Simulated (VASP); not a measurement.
# Ru (P6/mmm) in VASP: single point with r2SCAN

Aim: the single point of Ru with r2SCAN.

All numbers are computed with VASP 6.6.1; they aren't measurements. Logs are shortened: lines on timing, memory, paths and dates and some standing lists are left out, and cuts for length are marked.

**1. The cell of the first run**

It takes space group P6/mmm (No. 191, hexagonal). The conventional cell has a = 4.239 Å, b = 4.239 Å, c = 2.664 Å, α = 90.00°, β = 90.00°, γ = 120.00°. Ru (site symmetry 6/mmm) has 14 Ru at 2.66 to 2.79 Å within 3.5 Å. Within 3.2 Å of Ru (site symmetry -6m2) lie 11 Ru at 2.45 to 2.79 Å.

This isn't the form of Ru at room conditions, which is hcp.

**2. Single point, r2SCAN, collinear spin, ferromagnetic start**

Contents of POSCAR:

```
Ru
1.0
    4.2392222189      0.0000000000      0.0000000000
   -2.1196111094      3.6712741339      0.0000000000
    0.0000000000      0.0000000000      2.6638682768
Ru
3
Direct
    0.0000000000      0.0000000000      0.0000000000
    0.3333333333      0.6666666667      0.5000000000
    0.6666666667      0.3333333333      0.5000000000
```

Contents of INCAR.step1:

```
PREC     = Accurate       # precision mode
ENCUT    = 520            # plane-wave cutoff, eV
ISMEAR   = -1             # smearing method
SIGMA    = 0.05           # smearing width, eV
LREAL    = False          # projectors in reciprocal space
LASPH    = True           # aspherical terms in the spheres
NELM     = 150            # most SCF steps
ISPIN    = 2              # spin polarisation
MAGMOM   = 1 1 1          # initial moments
LMAXMIX  = 4              # l up to which the mixer works
NBANDS   = 32             # bands
GGA      = PE             # functional
ALGO     = Normal         # electronic algorithm
EDIFF    = 1E-4           # SCF threshold, eV
LWAVE    = True           # write WAVECAR
LCHARG   = False          # write CHGCAR
```

Contents of INCAR.step2:

```
PREC     = Accurate       # precision mode
ENCUT    = 520            # plane-wave cutoff, eV
EDIFF    = 1E-6           # SCF threshold, eV
ISMEAR   = -1             # smearing method
SIGMA    = 0.05           # smearing width, eV
LREAL    = False          # projectors in reciprocal space
LASPH    = True           # aspherical terms in the spheres
NELM     = 150            # most SCF steps
ALGO     = Normal         # electronic algorithm
ISIF     = 2              # what is computed and relaxed
LWAVE    = False          # write WAVECAR
LCHARG   = False          # write CHGCAR
ISPIN    = 2              # spin polarisation
MAGMOM   = 1 1 1          # initial moments
LORBIT   = 11             # projections on sites
LMAXMIX  = 4              # l up to which the mixer works
METAGGA  = R2SCAN         # meta-GGA
LMIXTAU  = True         
NBANDS   = 32             # bands
ISTART   = 1
```

Contents of KPOINTS:

```
regular mesh
0
Gamma
  11 11 16
```

Potentials or basis: VASP PAW PBE potentials, release 64 (Ru_pv).

Command:

```
> cat potpaw_PBE.64/Ru_pv/POTCAR > POTCAR
> cp INCAR.step1 INCAR
> mpirun -np 1 vasp_std > vasp.out
> cp INCAR.step2 INCAR
> mpirun -np 1 vasp_std > vasp.out
```

OUTCAR:

```text
PREC = Accurate
   ENCUT = 520
   EDIFF = 1E-6
   ISMEAR = -1
   LREAL = False
   LASPH = True
   NELM = 150
   ISIF = 2
   ISPIN = 2
   LORBIT = 11
   METAGGA = R2SCAN
   ISTART = 1

 ion  position               nearest neighbor table
   1  0.000  0.000  0.000-   2 2.79   3 2.79   2 2.79   3 2.79   3 2.79   3 2.79   2 2.79   2 2.79
                             3 2.79   3 2.79   2 2.79   2 2.79
   2  0.333  0.667  0.500-   3 2.45   3 2.45   3 2.45   1 2.79   1 2.79   1 2.79   1 2.79   1 2.79
                             1 2.79
   3  0.667  0.333  0.500-   2 2.45   2 2.45   2 2.45   1 2.79   1 2.79   1 2.79   1 2.79   1 2.79
                             1 2.79

  LATTYP: Found a hexagonal cell.
 ALAT       =     4.2392222189
 C/A-ratio  =     0.6283860905

  Lattice vectors:

 A1 = (   4.2392222189,   0.0000000000,   0.0000000000)
 A2 = (  -2.1196111094,   3.6712741339,   0.0000000000)
 A3 = (   0.0000000000,   0.0000000000,   2.6638682768)

Analysis of symmetry for initial positions (statically):
=====================================================================
 Subroutine PRICEL returns:
 Original cell was already a primitive cell.

 Routine SETGRP: Setting up the symmetry group for a
 hexagonal supercell.

 Subroutine GETGRP returns: Found 24 space group operations
 (whereof 24 operations were pure point group operations)
 out of a pool of 24 trial point group operations.

The static configuration has the point symmetry D_6h.

Analysis of symmetry for dynamics (positions and initial velocities):
=====================================================================
 Subroutine PRICEL returns:
 Original cell was already a primitive cell.

 Routine SETGRP: Setting up the symmetry group for a
 hexagonal supercell.

 Subroutine GETGRP returns: Found 24 space group operations
 (whereof 24 operations were pure point group operations)
 out of a pool of 24 trial point group operations.

The dynamic configuration has the point symmetry D_6h.

Analysis of structural, dynamic, and magnetic symmetry:
=====================================================================
 Subroutine PRICEL returns:
 Original cell was already a primitive cell.

 Routine SETGRP: Setting up the symmetry group for a
 hexagonal supercell.

 Subroutine GETGRP returns: Found 24 space group operations
 (whereof 24 operations were pure point group operations)
 out of a pool of 24 trial point group operations.

The overall configuration has the point symmetry D_6h.

 Subroutine INISYM returns: Found 24 space group operations
 (whereof 24 operations are pure point group operations),
 and found     1 'primitive' translations

[... 121 lines left out ...]
   METAGGA = R2SCAN    functional components
   LHFCALC =     F    Hartree Fock is set to
   AEXX    =    0.0000 exact exchange contribution
   IVDW    =     0    specifies the selected vdW correction
   LEPSILON=     F    determine dielectric tensor
   LRPA    =     F    only Hartree local field effects (RPA)
 spin polarized calculation
  energy-cutoff  :      520.00
  volume of cell :       41.46
 maximum number of plane-waves:      1134
 NGX is ok and might be reduce to    32
   NGX = 15   NGY = 15   NGZ =  9

 number of electron      42.0000000 magnetization      -0.0000468

 Free energy of the ion-electron system (eV)
  ---------------------------------------------------
  ext. energy  EPLUGINS =         0.00000000
  ---------------------------------------------------
  free energy    TOTEN  =       -75.49469330 eV

  energy without entropy =      -75.46536898  energy(sigma->0) =      -75.48003114

 E-fermi :  12.5919     XC(G=0): -15.2539

 val. band max:       12.5859365256   @ k =   0.2727   0.0909   0.0000
 cond. band min:      12.5999971232   @ k =   0.4545   0.0000   0.3125
 fundamental gap:      0.0140605976
 Fermi energy:        12.5919253606

 spin component 1

 k-point     1 :       0.0000    0.0000    0.0000
  band No.  band energies     occupation
      1     -32.4687      1.00000
      2     -32.4687      1.00000
      3     -32.0277      1.00000
      4     -32.0277      1.00000
      5     -31.7225      1.00000
      6     -31.4459      1.00000
[... 829 lines left out ...]
     31      23.6953      0.00000
     32      24.8945      0.00000

 [... further k-points ...]

 spin component 2

 k-point     1 :       0.0000    0.0000    0.0000
  band No.  band energies     occupation
      1     -32.4688      1.00000
      2     -32.4688      1.00000
      3     -32.0277      1.00000
      4     -32.0277      1.00000
      5     -31.7226      1.00000
      6     -31.4460      1.00000
[... 829 lines left out ...]
     31      23.6953      0.00000
     32      24.8945      0.00000

 [... further k-points ...]

------------------------ aborting loop because EDIFF is reached ----------------------------------------

  FORCE on cell =-STRESS in cart. coord.  units (eV):
  Direction    XX          YY          ZZ          XY          YZ          ZX
  --------------------------------------------------------------------------------------
  -------------------------------------------------------------------------------------
  Total        0.3247595      0.3247595      0.5422019      0.0000000     -0.0000000     -0.0000000
  in kB       12.5503737     12.5503737     20.9534675      0.0000000     -0.0000000     -0.0000000
  external PRESSURE =      15.3514050 kB  Pullay stress =       0.0000000 kB

 VOLUME and BASIS-vectors are now :
 -----------------------------------------------------------------------------
  energy-cutoff  :      520.00
  volume of cell :       41.46
      direct lattice vectors                 reciprocal lattice vectors
     4.239222219  0.000000000  0.000000000     0.235892328  0.136192499  0.000000000
    -2.119611109  3.671274134  0.000000000     0.000000000  0.272384999  0.000000000
     0.000000000  0.000000000  2.663868277     0.000000000  0.000000000  0.375393937

 POSITION                                       TOTAL-FORCE (eV/Angst)
 -----------------------------------------------------------------------------------
      0.00000      0.00000      0.00000         0.000000      0.000000      0.000000
     -0.00000      2.44752      1.33193        -0.000000      0.000000     -0.000000
      2.11961      1.22376      1.33193         0.000000     -0.000000      0.000000
 -----------------------------------------------------------------------------------
    total drift:                               -0.000000      0.000000      0.000000

  FREE ENERGIE OF THE ION-ELECTRON SYSTEM (eV)
  ---------------------------------------------------
  free  energy   TOTEN  =       -75.4946933009 eV

  energy  without entropy=      -75.4653689807  energy(sigma->0) =      -75.48003114

 total charge

# of ion       s       p       d       tot
------------------------------------------
    1        0.382   6.286   5.920  12.588
    2        0.418   6.315   5.991  12.724
    3        0.418   6.315   5.991  12.724
--------------------------------------------------
tot          1.218  18.916  17.902  38.036

 magnetization (x)

# of ion       s       p       d       tot
------------------------------------------
    1        0.000   0.000   0.000   0.000
    2       -0.000  -0.000  -0.000  -0.000
    3       -0.000  -0.000  -0.000  -0.000
--------------------------------------------------
tot         -0.000  -0.000  -0.000  -0.000
```

Run time: 28 min. Hardware: 1 thread of Oxide Virtual Turin-like, shared host; peak memory 0.32 GiB.

What came out:

| Quantity | Value |
| --- | --- |
| Free energy | -75.4947 eV |
| Pressure | 1.5 GPa |
| Band gap on the k mesh | zero (filled and empty bands overlap) |
| Net moment | 0.00 μB per cell |
| Valence electrons inside the program's atomic spheres | Ru 12.59, 12.72 (each value once) |

Levels at points of the mesh, in eV from the Fermi level:
Spin up:
```csv
k point,band 18,band 19,band 20,band 21,band 22,band 23,band 24,band 25
"(0.00, 0.00, 0.00)",-2.24,-2.24,-1.48,-1.48,-1.38,-1.38,1.77,1.77
"(0.00, 0.00, 0.50)",-2.04,-2.04,0.72,0.72,1.42,1.42,2.51,3.65
```
Spin down:
```tsv
k point	band 17	band 18	band 19	band 20	band 21	band 22	band 23	band 24	band 25	band 26
(0.00, 0.00, 0.00)	-2.94	-2.24	-2.24	-1.48	-1.48	-1.38	-1.38	1.77	1.77	8.34
(0.00, 0.00, 0.50)	-2.29	-2.04	-2.04	0.72	0.72	1.42	1.42	2.51	3.65	4.33
```

Caveat: an empty level that is flat over the whole mesh can mark a ghost state of the potentials, or a narrow d or f band; the PAW data sets were made with another functional, which shifts forces and pressure a little.
